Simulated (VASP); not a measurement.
Set up this calculation in VASP 6.6.1, as the native input.

```
Task                   : electric field gradients
Functional             : LDA
Potentials or basis    : VASP PAW LDA potentials, release 64 (Y_sv)
Cutoff                 : 400 eV
k mesh                 : 12 × 12 × 7
Occupations            : fermi-dirac, width 0.08 eV
Spin                   : no spin polarisation
Dipole correction      : no
Further INCAR settings : ALGO = Normal; EDIFF = 1e-08; NBANDS = 18
```

The structure of Y lies in POSCAR:

```
Y
1.0
    3.6514992371      0.0365149924      0.0365149924
   -1.7941267075      3.1440336050      0.0133654148
    0.0574740000      0.0574740000      5.7474000000
Y
2
Direct
    0.3333333333      0.6666666667      0.2500000000
    0.6666666667      0.3333333333      0.7500000000
```

This cell differs from its parent crystal: equal xy, yz and zx shear strains of +2 %.

These files were run (other wordings do the same):

INCAR

```
PREC = Accurate
ENCUT = 400
EDIFF = 1E-8
ISMEAR = -1
SIGMA = 0.08
LREAL = False
LASPH = True
NELM = 120
ALGO = Normal
ISIF = 2
LWAVE = False
LCHARG = False
GGA = CA
LEFG = True
NBANDS = 18
GGA_COMPAT = False
```

KPOINTS

```
Automatic mesh
0
Gamma
  12 12 7
```

Potentials or basis: VASP PAW LDA potentials, release 64 (Y_sv).

Command:

```console
$ cat potpaw_LDA.64/Y_sv/POTCAR > POTCAR
$ mpirun -np 1 vasp_std > vasp.out
```

It gave:

| Property | Result |
| --- | --- |
| Pressure | -4.0 GPa |
| Largest force | 0.019 eV/Å |
| Band gap on the k mesh | zero (bands 11 and 12 overlap by 1.35 eV) |
| Largest electric field gradient by atom | Y +25.4 V/Å² |

Caveat: the cell differs from its parent crystal (equal xy, yz and zx shear strains of +2 %); the cell stands under tension; without QUAD_EFG the Cq values of the log hold for a quadrupole moment of 1 mb, not for the nuclei.

Run time: 2.4 min on 1 thread of Intel(R) Xeon(R) 6975P-C (Granite Rapids), with other jobs on the host, peak memory 0.46 GiB.
